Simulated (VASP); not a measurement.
# AlNi (P4/mmm) in VASP: a series of runs

Runs on AlNi. Level: PBE. Tasks: single point.

Program: VASP 6.6.1. These are calculated values, not measurements. Logs are shortened: lines on timing, memory, paths and dates and some standing lists are left out, and cuts for length are marked.

### Step 1. The cell of the first run

The typed cell holds 2 atoms: a = 2.731 Å, b = 2.731 Å, c = 2.732 Å, α = 90.00°, β = 90.00°, γ = 90.00°.

### Step 2. Single point, PBE

INCAR

```
SYSTEM = AlNi
ALGO = Fast
EDIFF = 1E-6
ENCUT = 520
GGA = PE
ISIF = 2
ISMEAR = 0
LASPH = .True.
LCHARG = .True.
LELF = .True.
LREAL = .False.
LVHAR = .True.
LWAVE = .False.
NBANDS = 14
NELM = 100
PREC = Accurate
SIGMA = 0.1
```

KPOINTS

```
k-points
0
Gamma
  16 16 16
  0 0 0
```

POSCAR

```
AlNi
1.0
    1.9309007850     -1.9309007850      0.0000000000
    1.9309007850      1.9309007850      0.0000000000
    0.0000000000      0.0000000000      2.7321725712
Al Ni
1 1
Direct
    0.0000000000      0.0000000000      0.0000000000
    0.5000000000      0.5000000000      0.5000000000
```

Potentials or basis: VASP PAW PBE potentials, release 64 (Al, Ni).

The run is started by

```sh
$ cat potpaw_PBE.64/Al/POTCAR potpaw_PBE.64/Ni/POTCAR > POTCAR
$ mpirun -np 1 vasp_std > vasp.out
```

OUTCAR:

```text
SYSTEM = AlNi
   EDIFF = 1E-6
   ENCUT = 520
   GGA = PE
   ISIF = 2
   ISMEAR = 0
   LASPH = .True.
   LREAL = .False.
   NELM = 100
   PREC = Accurate

 ion  position               nearest neighbor table
   1  0.000  0.000  0.000-   2 2.37   2 2.37   2 2.37   2 2.37   2 2.37   2 2.37   2 2.37   2 2.37

   2  0.500  0.500  0.500-   1 2.37   1 2.37   1 2.37   1 2.37   1 2.37   1 2.37   1 2.37   1 2.37

  LATTYP: Found a simple tetragonal cell.
 ALAT       =     2.7307060777
 C/A-ratio  =     1.0005370382

  Lattice vectors:

 A1 = (   1.9309007850,  -1.9309007850,   0.0000000000)
 A2 = (   1.9309007850,   1.9309007850,   0.0000000000)
 A3 = (   0.0000000000,   0.0000000000,   2.7321725712)

Analysis of symmetry for initial positions (statically):
=====================================================================
 Subroutine PRICEL returns:
 Original cell was already a primitive cell.

 Routine SETGRP: Setting up the symmetry group for a
 simple tetragonal supercell.

 Subroutine GETGRP returns: Found 16 space group operations
 (whereof 16 operations were pure point group operations)
 out of a pool of 16 trial point group operations.

The static configuration has the point symmetry D_4h.

Analysis of symmetry for dynamics (positions and initial velocities):
=====================================================================
 Subroutine PRICEL returns:
 Original cell was already a primitive cell.

 Routine SETGRP: Setting up the symmetry group for a
 simple tetragonal supercell.

 Subroutine GETGRP returns: Found 16 space group operations
 (whereof 16 operations were pure point group operations)
 out of a pool of 16 trial point group operations.

The dynamic configuration has the point symmetry D_4h.

 Subroutine INISYM returns: Found 16 space group operations
 (whereof 16 operations are pure point group operations),
 and found     1 'primitive' translations

----------------------------------------------------------------------------------------

                                     Primitive cell

  volume of cell :      20.3731

  direct lattice vectors                    reciprocal lattice vectors
     1.930900785 -1.930900785  0.000000000     0.258946500 -0.258946500  0.000000000
     1.930900785  1.930900785  0.000000000     0.258946500  0.258946500  0.000000000
     0.000000000  0.000000000  2.732172571     0.000000000  0.000000000  0.366009091

  length of vectors
     2.730706078  2.730706078  2.732172571     0.366205652  0.366205652  0.366009091

  position of ions in fractional coordinates (direct lattice)
     0.000000000  0.000000000  0.000000000
     0.500000000  0.500000000  0.500000000

  ion indices of the primitive-cell ions
   primitive index   ion index
                 1           1
                 2           2

----------------------------------------------------------------------------------------

 KPOINTS: k-points

Automatic generation of k-mesh.
 Grid dimensions read from file:
 generate k-points for:   16   16   16

 Generating k-lattice:

  Cartesian coordinates                     Fractional coordinates (reciprocal lattice)
     0.016184156 -0.016184156  0.000000000     0.062500000  0.000000000  0.000000000
     0.016184156  0.016184156  0.000000000     0.000000000  0.062500000  0.000000000
     0.000000000  0.000000000  0.022875568     0.000000000  0.000000000  0.062500000

  Length of vectors
     0.022887853  0.022887853  0.022875568

  Shift w.r.t. Gamma in fractional coordinates (k-lattice)
     0.000000000  0.000000000  0.000000000

 Subroutine IBZKPT returns following result:
 ===========================================

 Found    405 irreducible k-points:

 Following reciprocal coordinates:
            Coordinates               Weight
  0.000000  0.000000  0.000000      1.000000
  0.062500  0.000000  0.000000      4.000000
  0.125000  0.000000  0.000000      4.000000
  0.187500  0.000000  0.000000      4.000000
  0.250000  0.000000  0.000000      4.000000
  0.312500  0.000000  0.000000      4.000000
[... 16 lines left out ...]
  0.437500  0.125000  0.000000      8.000000
  0.500000  0.125000  0.000000      4.000000
 [... further k-points ...]
   k-points           NKPTS =    405   k-points in BZ     NKDIM =    405   number of bands    NBANDS=     14
   number of dos      NEDOS =    301   number of ions     NIONS =      2
   total plane-waves  NPLWV =   8000
   dimension x,y,z NGX =    20 NGY =   20 NGZ =   20
   dimension x,y,z NGXF=    40 NGYF=   40 NGZF=   40
   ions per type =               1   1
   NGX,Y,Z   is equivalent  to a cutoff of  12.18, 12.18, 12.17 a.u.
   NGXF,Y,Z  is equivalent  to a cutoff of  24.35, 24.35, 24.34 a.u.
 SYSTEM =  AlNi
   PREC   = accura    normal or accurate (medium, high low for compatibility)
   ISTART =      0    job   : 0-new  1-cont  2-samecut
   ICHARG =      2    charge: 1-file 2-atom 10-const
   ISPIN  =      1    spin polarized calculation?
   LNONCOLLINEAR =      F non collinear calculations
   LSORBIT =      F    spin-orbit coupling
   LASPH  =      T    aspherical Exc in radial PAW
   ENCUT  =  520.0 eV  38.22 Ry    6.18 a.u.   5.08  5.08  5.08*2*pi/ulx,y,z
   NELM   =    100;   NELMIN=  2; NELMDL= -5     # of ELM steps
   EDIFF  = 0.1E-05   stopping-criterion for ELM
   LREAL  =      F    real-space projection
   EDIFFG = 0.1E-04   stopping-criterion for IOM
   NSW    =      0    number of steps for IOM
   IBRION =     -1    ionic relax: 0-MD 1-quasi-New 2-CG
   NFREE  =      0    steps in history (QN), initial steepest desc. (CG)
   ISIF   =      2    stress and relaxation
   ISYM   =      2    0-nonsym 1-usesym 2-fastsym
   POTIM  = 0.5000    time-step for ionic-motion
   TEBEG  =    0.0;   TEEND  =   0.0 temperature during run
   PSTRESS=    0.0 pullay stress
   NELECT =      13.0000    total number of electrons
   NUPDOWN=      -1.0000    fix difference up-down
   EMIN   =  10.00;   EMAX   =-10.00  energy-range for DOS
   EFERMI =   0.00;   METHOD = LEGACY
   ISMEAR =     0;   SIGMA  =   0.10  broadening in eV -4-tet -1-fermi 0-gaus
   EFERMI_NEDOS =   21; number of points for ismear=-14 and -15
   IALGO  =     68    algorithm
   IMIX   =      4    mixing-type and parameters
     AMIX     =   0.40;   BMIX     =  1.00
     AMIX_MAG =   1.60;   BMIX_MAG =  1.00
  volume/ion in A,a.u.               =      10.19        68.74
  Fermi-wavevector in a.u.,A,eV,Ry     =   1.409408  2.663394 27.027017  1.986430
  Thomas-Fermi vector in A             =   2.531467
   LORBIT       =      0    0 simple, 1 ext, 2 COOP (PROOUT), +10 PAW based schemes
   GGA     = PE    functional components
   LHFCALC =     F    Hartree Fock is set to
   AEXX    =    0.0000 exact exchange contribution
   IVDW    =     0    specifies the selected vdW correction
   LEPSILON=     F    determine dielectric tensor
   LRPA    =     F    only Hartree local field effects (RPA)
 non-spin polarized calculation
 RMM-DIIS sequential band-by-band and
 Gauss-broadening in eV      SIGMA  =   0.10
  energy-cutoff  :      520.00
  volume of cell :       20.37
 maximum number of plane-waves:       560
   NGX = 11   NGY = 11   NGZ = 11

 number of electron      13.0000028 magnetization

 Free energy of the ion-electron system (eV)
  ---------------------------------------------------
  ext. energy  EPLUGINS =         0.00000000
  ---------------------------------------------------
  free energy    TOTEN  =       -10.13094511 eV

  energy without entropy =      -10.12733935  energy(sigma->0) =      -10.12914223

 E-fermi :  12.2993     XC(G=0): -12.8423

 val. band max:       12.2795370622   @ k =   0.5000   0.3750   0.3750
 cond. band min:      12.3088088430   @ k =   0.2500   0.1250   0.3750
 fundamental gap:      0.0292717808
 Fermi energy:        12.2992603026

 k-point     1 :       0.0000    0.0000    0.0000
  band No.  band energies     occupation
      1      -0.0565      2.00000
      2       8.2241      2.00000
      3       8.2248      2.00000
      4      10.4026      2.00000
      5      10.4026      2.00000
      6      10.4046      2.00000
      7      18.5260      0.00000
      8      18.5477      0.00000
      9      18.5477      0.00000
     10      20.9680      0.00000
     11      20.9725      0.00000
     12      29.1503      0.00000
     13      35.1806      0.00000
     14      35.1924      0.00000

 k-point     2 :       0.0625    0.0000    0.0000
  band No.  band energies     occupation
      1       0.0242      2.00000
      2       8.2228      2.00000
      3       8.2459      2.00000
      4      10.3638      2.00000
      5      10.3658      2.00000
      6      10.4069      2.00000
      7      17.6339      0.00000
      8      18.6324      0.00000
      9      18.6540      0.00000
     10      20.9626      0.00000
     11      21.8330      0.00000
     12      29.3951      0.00000
     13      34.2377      0.00000
     14      34.2516      0.00000

 k-point     3 :       0.1250    0.0000    0.0000
  band No.  band energies     occupation
      1       0.2652      2.00000
      2       8.2032      2.00000
      3       8.3081      2.00000
      4      10.2564      2.00000
      5      10.2587      2.00000
      6      10.4193      2.00000
      7      16.1157      0.00000
      8      18.9429      0.00000
      9      18.9641      0.00000
     10      20.9431      0.00000
     11      23.1816      0.00000
     12      30.1503      0.00000
     13      32.6593      0.00000
     14      32.6756      0.00000
[... 324 lines left out ...]
 k-point    23 :       0.4375    0.1250    0.0000
  band No.  band energies     occupation
      1       3.9152      2.00000
      2       5.8922      2.00000
      3       8.8759      2.00000
      4       9.4855      2.00000
      5       9.5890      2.00000
      6      10.3818      2.00000
      7      11.6577      2.00000
      8      19.3830      0.00000
      9      21.3148      0.00000
     10      23.0354      0.00000
     11      24.9954      0.00000
     12      25.6986      0.00000
     13      29.3161      0.00000
     14      30.2532      0.00000

 k-point    24 :       0.5000    0.1250    0.0000
  band No.  band energies     occupation
      1       4.8950      2.00000
      2       4.8965      2.00000
      3       8.9123      2.00000
      4       9.4599      2.00000
      5       9.5608      2.00000
      6      10.3866      2.00000
      7      11.5651      2.00000
      8      19.7646      0.00000
      9      20.9681      0.00000
     10      23.6430      0.00000
     11      24.8950      0.00000
     12      24.9969      0.00000
     13      29.4094      0.00000
     14      30.3432      0.00000

 [... further k-points ...]
[... 5 lines left out ...]
  --------------------------------------------------------------------------------------
  -------------------------------------------------------------------------------------
  Total        5.0948667      5.0948667      5.0841581      0.0000000      0.0000000     -0.0000000
  in kB      400.6686576    400.6686576    399.8265152      0.0000000      0.0000000     -0.0000000
  external PRESSURE =     400.3879434 kB  Pullay stress =       0.0000000 kB

 VOLUME and BASIS-vectors are now :
 -----------------------------------------------------------------------------
  energy-cutoff  :      520.00
  volume of cell :       20.37
      direct lattice vectors                 reciprocal lattice vectors
     1.930900785 -1.930900785  0.000000000     0.258946500 -0.258946500  0.000000000
     1.930900785  1.930900785  0.000000000     0.258946500  0.258946500  0.000000000
     0.000000000  0.000000000  2.732172571     0.000000000  0.000000000  0.366009091

 POSITION                                       TOTAL-FORCE (eV/Angst)
 -----------------------------------------------------------------------------------
      0.00000      0.00000      0.00000         0.000000      0.000000      0.000000
      1.93090      0.00000      1.36609        -0.000000     -0.000000      0.000000
 -----------------------------------------------------------------------------------
    total drift:                                0.000000      0.000000     -0.000000

  FREE ENERGIE OF THE ION-ELECTRON SYSTEM (eV)
  ---------------------------------------------------
  free  energy   TOTEN  =       -10.1309451088 eV

  energy  without entropy=      -10.1273393481  energy(sigma->0) =      -10.12914223
```

It took 59 s on 1 thread of Intel Xeon Platinum 8375C at 2.90GHz (Ice Lake), shared host; peak memory 0.23 GiB.

What came out:

```yaml
Free_energy: -10.1309 eV
Pressure: 40.0 GPa
```

### Step 3. Single point, PBE

This run uses another cell than the first one, of 11.75 Å³/atom, 1.154 times its volume.

INCAR

```
ALGO = Normal
EDIFF = 1E-6
ENCUT = 520
GGA = PE
ISIF = 2
ISMEAR = 0
LASPH = True
LCHARG = False
LREAL = False
LWAVE = False
NBANDS = 14
NELM = 80
PREC = Accurate
SIGMA = 0.1
```

KPOINTS

```
k-points
0
Gamma
  16 16 14
```

POSCAR

```
AlNi
1.0
    2.0229372957     -2.0229372957      0.0000000000
    2.0229372957      2.0229372957      0.0000000000
    0.0000000000      0.0000000000      2.8721034413
Al Ni
1 1
Direct
    0.0000000000      0.0000000000      0.0000000000
    0.5000000000      0.5000000000      0.5000000000
```

Potentials or basis: VASP PAW PBE potentials, release 64 (Al, Ni).

The run is started by

```sh
$ cat potpaw_PBE.64/Al/POTCAR potpaw_PBE.64/Ni/POTCAR > POTCAR
$ mpirun -np 1 vasp_std > vasp.out
```

It took 44 s on 1 thread of Intel Xeon Platinum 8375C at 2.90GHz (Ice Lake), shared host; peak memory 0.24 GiB.

Results (log left out):

```
Free energy : -10.5304 eV
Pressure    : 5.0 GPa
```

Levels at points of the mesh, in eV from the Fermi level:
| k point | band 4 | band 5 | band 6 | band 7 | band 8 | band 9 | band 10 | band 11 |
| --- | --- | --- | --- | --- | --- | --- | --- | --- |
| (0.00, 0.00, 0.00) | -1.56 | -1.56 | -1.56 | 5.49 | 5.63 | 5.63 | 8.18 | 8.21 |
| (0.50, 0.00, 0.00) | -2.30 | -2.27 | -1.47 | -0.63 | 8.31 | 10.03 | 10.17 | 11.00 |
| (0.50, 0.50, 0.00) | -2.90 | -2.12 | -2.12 | -1.02 | 1.55 | 2.59 | 12.41 | 15.23 |
| (0.00, 0.00, 0.50) | -2.27 | -2.27 | -1.47 | -0.66 | 8.31 | 10.15 | 10.15 | 11.08 |
| (0.50, 0.00, 0.50) | -2.92 | -2.11 | -2.10 | -1.02 | 1.52 | 2.55 | 12.51 | 15.29 |
| (0.50, 0.50, 0.50) | -0.99 | -0.99 | 2.00 | 2.01 | 2.01 | 3.85 | 4.52 | 4.52 |

Spin polarisation is off, so any magnetic state and its effect on volume and gap are missing.

### Step 4. Single point, PBE

This run uses another cell than the first one, of 11.96 Å³/atom, 1.174 times its volume.

INCAR

```
PREC = Accurate ; ENCUT = 520
EDIFF = 1E-7 ; ISMEAR = 0
SIGMA = 0.1 ; LREAL = F
LASPH = T ; NELM = 60
ALGO = Normal ; ISIF = 2
LWAVE = F ; LCHARG = F
GGA = PE ; NBANDS = 14
```

KPOINTS

```
Automatic mesh
0
Gamma
  16 16 14
```

POSCAR

```
AlNi
1.0
    2.0346084314     -2.0346084314      0.0000000000
    2.0346084314      2.0346084314      0.0000000000
    0.0000000000      0.0000000000      2.8888976129
Al Ni
1 1
Direct
    0.0000000000      0.0000000000      0.0000000000
    0.5000000000      0.5000000000      0.5000000000
```

Potentials or basis: VASP PAW PBE potentials, release 64 (Al, Ni).

The run is started by

```sh
$ cat potpaw_PBE.64/Al/POTCAR potpaw_PBE.64/Ni/POTCAR > POTCAR
$ mpirun -np 1 vasp_std > vasp.out
```

OUTCAR:

```text
PREC = Accurate
   ENCUT = 520
   EDIFF = 1E-7
   ISMEAR = 0
   LREAL = F
   LASPH = T
   NELM = 60
   ISIF = 2
   GGA = PE

 ion  position               nearest neighbor table
   1  0.000  0.000  0.000-   2 2.50   2 2.50   2 2.50   2 2.50   2 2.50   2 2.50   2 2.50   2 2.50

   2  0.500  0.500  0.500-   1 2.50   1 2.50   1 2.50   1 2.50   1 2.50   1 2.50   1 2.50   1 2.50

  LATTYP: Found a simple tetragonal cell.
 ALAT       =     2.8773708378
 C/A-ratio  =     1.0040060096

[... 597 lines left out ...]

------------------------ aborting loop because EDIFF is reached ----------------------------------------

  FORCE on cell =-STRESS in cart. coord.  units (eV):
  Direction    XX          YY          ZZ          XY          YZ          ZX
  --------------------------------------------------------------------------------------
  -------------------------------------------------------------------------------------
  Total        0.2981750      0.2981750      0.2994644      0.0000000      0.0000000      0.0000000
  in kB       19.9736728     19.9736728     20.0600491      0.0000000      0.0000000      0.0000000
  external PRESSURE =      20.0024649 kB  Pullay stress =       0.0000000 kB

 VOLUME and BASIS-vectors are now :
 -----------------------------------------------------------------------------
  energy-cutoff  :      520.00
  volume of cell :       23.92
      direct lattice vectors                 reciprocal lattice vectors
     2.034608431 -2.034608431  0.000000000     0.245747532 -0.245747532  0.000000000
     2.034608431  2.034608431  0.000000000     0.245747532  0.245747532  0.000000000
     0.000000000  0.000000000  2.888897613     0.000000000  0.000000000  0.346152801

 POSITION                                       TOTAL-FORCE (eV/Angst)
 -----------------------------------------------------------------------------------
      0.00000      0.00000      0.00000         0.000000      0.000000      0.000000
      2.03461      0.00000      1.44445        -0.000000     -0.000000      0.000000
 -----------------------------------------------------------------------------------
    total drift:                                0.000000     -0.000000     -0.000000

  FREE ENERGIE OF THE ION-ELECTRON SYSTEM (eV)
  ---------------------------------------------------
  free  energy   TOTEN  =       -10.5393380902 eV

  energy  without entropy=      -10.5357170301  energy(sigma->0) =      -10.53752756
```

OSZICAR:

```text
N       E                     dE             d eps       ncg     rms          rms(c)
DAV:   1     0.412082161770E+02    0.41208E+02   -0.53932E+03 10238   0.967E+02
DAV:   2    -0.101950555999E+02   -0.51403E+02   -0.46316E+02 10842   0.180E+02
DAV:   3    -0.119471063664E+02   -0.17521E+01   -0.17353E+01 12740   0.370E+01
DAV:   4    -0.119701164362E+02   -0.23010E-01   -0.23004E-01 12052   0.386E+00
DAV:   5    -0.119707976596E+02   -0.68122E-03   -0.68121E-03 13086   0.723E-01    0.119E+01
DAV:   6    -0.138339470706E+02   -0.18631E+01   -0.45419E+01 11820   0.936E+01    0.156E+01
DAV:   7    -0.105652009831E+02    0.32687E+01   -0.13555E+01 12012   0.560E+01    0.992E-01
DAV:   8    -0.105529580541E+02    0.12243E-01   -0.27887E-01 12772   0.553E+00    0.979E-01
DAV:   9    -0.105396265113E+02    0.13332E-01   -0.43696E-02 12928   0.270E+00    0.183E-01
DAV:  10    -0.105393394289E+02    0.28708E-03   -0.13432E-03 13862   0.486E-01    0.706E-02
DAV:  11    -0.105393392072E+02    0.22176E-06   -0.38661E-05 12324   0.507E-02    0.118E-02
DAV:  12    -0.105393383999E+02    0.80729E-06   -0.20097E-06 14686   0.190E-02    0.321E-03
DAV:  13    -0.105393380684E+02    0.33149E-06   -0.60999E-08  7970   0.260E-03    0.103E-03
DAV:  14    -0.105393380902E+02   -0.21769E-07   -0.26350E-08  6582   0.212E-03
   1 F= -.10539338E+02 E0= -.10537528E+02  d E =-.362106E-02
```

stdout:

```text
POSCAR found type information on POSCAR AlNi
 POSCAR found :  2 types and       2 ions
 scaLAPACK will be used
 LDA part: xc-table for (Slater+PW92), standard interpolation
 POSCAR, INCAR and KPOINTS ok, starting setup
 FFT: planning ... GRIDC
 FFT: planning ... GRID_SOFT
 FFT: planning ... GRID
 WAVECAR not read
 entering main loop
```

Wall time 47 s (1 thread of Intel Xeon Platinum 8375C at 2.90GHz (Ice Lake), shared host); peak memory 0.24 GiB.

What came out:

```
Free energy : -10.5393 eV
Pressure    : 2.0 GPa
```

Spin polarisation is off, so any magnetic state and its effect on volume and gap are missing.

### Step 5. Summary

```tsv
cell	k mesh	gap on the mesh (eV)	pressure (GPa)
a = 2.731, b = 2.731, c = 2.732 Å, 2 atoms	16 × 16 × 16	none	40.0
a = 2.861, b = 2.861, c = 2.872 Å, 2 atoms	16 × 16 × 14	none	5.0
a = 2.877, b = 2.877, c = 2.889 Å, 2 atoms	16 × 16 × 14	none	2.0
```

Alike in all rows: task single point; level PBE; potentials or basis VASP PAW PBE potentials, release 64 (Al, Ni); no spin polarisation; cutoff (eV) 520; smearing gaussian 0.1 eV.

Total energies depend on the potentials used, so only differences within one code and one set of settings carry meaning.
